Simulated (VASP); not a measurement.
Here is a VASP 6.6.1 calculation.

INCAR

```
SYSTEM = Al
ALGO     = Normal         ! electronic algorithm
DIPOL    = 0.5 0.5 0.328
EDIFF    = 1E-6           ! SCF threshold, eV
ENCUT    = 520            ! plane-wave cutoff, eV
GGA      = PE             ! functional
IDIPOL   = 3            
ISIF     = 2              ! what is computed and relaxed
ISMEAR   = 0              ! smearing method
LASPH    = .TRUE.         ! aspherical terms in the spheres
LCHARG   = .TRUE.         ! write CHGCAR
LDIPOL   = .TRUE.       
LELF     = .TRUE.         ! ELF
LREAL    = .FALSE.        ! projectors in reciprocal space
LVACPOTAV= .TRUE.       
LVHAR    = .TRUE.       
LWAVE    = .FALSE.        ! write WAVECAR
NBANDS   = 32             ! bands
NELM     = 100            ! most SCF steps
PREC     = Accurate       ! precision mode
SIGMA    = 0.1            ! smearing width, eV
```

KPOINTS

```
k-points
0
G
  5 5 1
  0 0 0
```

File POSCAR:

```
Al
1.0
    5.7135165838      0.0000000000      0.0000000000
    0.0000000000      5.7135165838      0.0000000000
    0.0000000000      0.0000000000     19.6746954281
Al
13
Direct
    0.2500000000      0.2500000000      0.2033068321
    0.2500000000      0.7500000000      0.2033068321
    0.7500000000      0.2500000000      0.2033068321
    0.7500000000      0.7500000000      0.2033068321
    0.0000000000      0.0000000000      0.3092728605
    0.0000000000      0.5000000000      0.3092728605
    0.5000000000      0.0000000000      0.3092728605
    0.5000000000      0.5000000000      0.3092728605
    0.2500000000      0.2500000000      0.4154928577
    0.2500000000      0.7500000000      0.4154928577
    0.7500000000      0.2500000000      0.4154928577
    0.7500000000      0.7500000000      0.4154928577
    0.2500000000      0.2500000000      0.5489759859
```

Potentials or basis: VASP PAW PBE potentials, release 64 (Al).

The run is started by

```bash
$ cat potpaw_PBE.64/Al/POTCAR > POTCAR
$ mpirun -np 1 vasp_std > vasp.out
```

(1) Predict the band gap on the k mesh.

(2) Estimate the largest force.

Results:

(1) zero (an odd number of electrons rules out a gap without spin polarisation).

(2) 0.659 eV/Å.
